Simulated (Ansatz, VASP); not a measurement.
One calculation of C, two programs

```
CELL_PARAMETERS angstrom
3.57155 0.00000 -3.57155
0.00000 3.57155 -3.57155
3.57155 3.57155 0.00000
ATOMIC_POSITIONS crystal
C 0.25000 0.25000 0.25000
C 0.25000 0.75000 0.75000
C 0.25000 0.75000 0.25000
C 0.75000 0.25000 0.75000
C 0.75000 0.25000 0.25000
C 0.75000 0.75000 0.75000
C 0.75000 0.75000 0.25000
C 0.12500 0.12500 0.12500
C 0.12500 0.12500 0.62500
C 0.12500 0.62500 0.12500
C 0.02936 0.67188 0.64938
C 0.62500 0.12500 0.12500
C 0.62500 0.12500 0.62500
C 0.62500 0.62500 0.12500
C 0.62500 0.62500 0.62500
```

Change from the starting cell: C vacancy; atom 11 moved -0.125 of the way to it and +0.350 Å across, host rigid.

Alike in both runs: task single point; functional PBE; k mesh 6 × 6 × 6; occupations gaussian, width 0.05 eV; no spin polarisation.

|  | VASP | Ansatz |
| --- | --- | --- |
| version | VASP 6.6.1 | Ansatz 0.2.0 |
| potentials or method | VASP PAW PBE potentials, release 64 (C), cutoff 520 eV | scalar-relativistic, plane waves, PAW |
| valence electrons in the cell | 60 | 60 |

Ansatz gave:

```
gap on the k mesh at the Fermi level (eV)                     : none
pressure (GPa)                                                : 8.3
traceless stress, the component that is largest in VASP (GPa) : -14.73
rms of the force components (eV/Å)                            : 5.354
```

Q: Which values does VASP return?

A: gap on the k mesh at the Fermi level (eV): none; pressure (GPa): 9.4; traceless stress, the component that is largest in VASP (GPa): -14.93; rms of the force components (eV/Å): 5.404.

Atom by atom the forces differ by 0.053 eV/Å (rms over components). A gap of «none» marks a metal or a gap that the smearing closes.
